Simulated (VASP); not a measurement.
Set up this calculation in VASP 6.6.1, as the native input.

| Quantity | Value |
| --- | --- |
| Task | single point |
| Functional | r2SCAN |
| Potentials or basis | VASP PAW PBE potentials, release 64 (Mg_sv, O) |
| Cutoff | 660 eV |
| k mesh | 10 × 10 × 10 |
| Occupations | gaussian, width 0.05 eV |
| Spin | no spin polarisation |
| Dipole correction | no |
| Second run | valence_matched |
| Further INCAR settings | ALGO = Normal; EDIFF = 1e-06; NBANDS = 15 |

Crystal: MgO.

```
CELL_PARAMETERS angstrom
0.00000 2.13515 2.13515
2.05508 0.00000 2.13515
2.05508 2.13515 0.00000
ATOMIC_POSITIONS crystal
Mg 0.00000 0.00000 0.00000
O 0.50000 0.50000 0.50000
```

This cell differs from its parent crystal: strain -0.0375 x Voigt [1, 0, 0, 0, 0, 0].

One way to write it, as run:

POSCAR

```
MgO
1.0
    0.0000000000      2.1351500000      2.1351500000
    2.0550818750      0.0000000000      2.1351500000
    2.0550818750      2.1351500000      0.0000000000
Mg O
1 1
Direct
    0.0000000000      0.0000000000      0.0000000000
    0.5000000000      0.5000000000      0.5000000000
```

INCAR.step1

```
PREC     = Accurate       # precision mode
ENCUT    = 660            # plane-wave cutoff, eV
ISMEAR   = 0              # smearing method
SIGMA    = 0.05           # smearing width, eV
LREAL    = False          # projectors in reciprocal space
LASPH    = True           # aspherical terms in the spheres
NELM     = 120            # most SCF steps
NBANDS   = 15             # bands
GGA      = PE             # functional
ALGO     = Normal         # electronic algorithm
EDIFF    = 1E-5           # SCF threshold, eV
LWAVE    = True           # write WAVECAR
LCHARG   = False          # write CHGCAR
GGA_COMPAT= False
```

INCAR.step2

```
PREC     = Accurate       # precision mode
ENCUT    = 660            # plane-wave cutoff, eV
EDIFF    = 1E-6           # SCF threshold, eV
ISMEAR   = 0              # smearing method
SIGMA    = 0.05           # smearing width, eV
LREAL    = False          # projectors in reciprocal space
LASPH    = True           # aspherical terms in the spheres
NELM     = 120            # most SCF steps
ALGO     = Normal         # electronic algorithm
ISIF     = 2              # what is computed and relaxed
LWAVE    = False          # write WAVECAR
LCHARG   = True           # write CHGCAR
METAGGA  = R2SCAN         # meta-GGA
LMIXTAU  = True         
LELF     = True           # ELF
LVHAR    = True         
NBANDS   = 15             # bands
ISTART   = 1            
GGA_COMPAT= False
```

KPOINTS

```
Automatic mesh
0
Gamma
  10 10 10
```

Potentials or basis: VASP PAW PBE potentials, release 64 (Mg_sv, O).

Command:

```bash
$ cat potpaw_PBE.64/Mg_sv/POTCAR potpaw_PBE.64/O/POTCAR > POTCAR
$ cp INCAR.step1 INCAR
$ mpirun -np 1 vasp_std > vasp.out
$ cp INCAR.step2 INCAR
$ mpirun -np 1 vasp_std > vasp.out
```

Results of the run:

```json
{
 "Pressure": "-1.0 GPa",
 "Band gap on the k mesh": "5.59 eV, direct"
}
```

Caveat: the cell differs from its parent crystal (strain -0.0375 x Voigt [1, 0, 0, 0, 0, 0]); the PAW data sets were made with another functional, which shifts forces and pressure a little.

Wall time 100 s on 1 thread of Intel(R) Xeon(R) 6975P-C (Granite Rapids), on a shared host, peak memory 0.18 GiB.
